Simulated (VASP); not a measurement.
Runs of VASP 6.6.1 on Mo. The structure is that of space group Im-3m (No. 229), or close to it. The cells are those of the table. 

```tsv
task	cell	k mesh	cutoff (eV)	gap on the mesh (eV)	pressure (GPa)	relaxed volume (Å³/atom)
relaxation of cell and atoms	relaxed from a = 2.696 Å, angles 109.5°, 1 atom	18 × 18 × 18	600	none	0.0	(a)
single point	a = 2.696 Å, angles 109.5°, 1 atom	8 × 8 × 8	520	none	1.2	-
single point	a = 2.694 Å, angles 109.5°, 1 atom	18 × 18 × 18	520	none	1.2	-
relaxation of cell and atoms	relaxed from a = 2.743 Å, angles 109.5°, 1 atom	8 × 8 × 8	600	none	-0.1	15.15
```

Alike in all rows: level LDA; potentials or basis VASP PAW LDA potentials, release 64 (Mo_sv); no spin polarisation; smearing gaussian 0.1 eV.

Question: Estimate the missing entries.

Answer: (a) 15.12.

A k mesh can miss the band edges, and the runs leave out spin-orbit coupling on Mo.

A gap of «none» marks levels without a gap at the run's occupations.
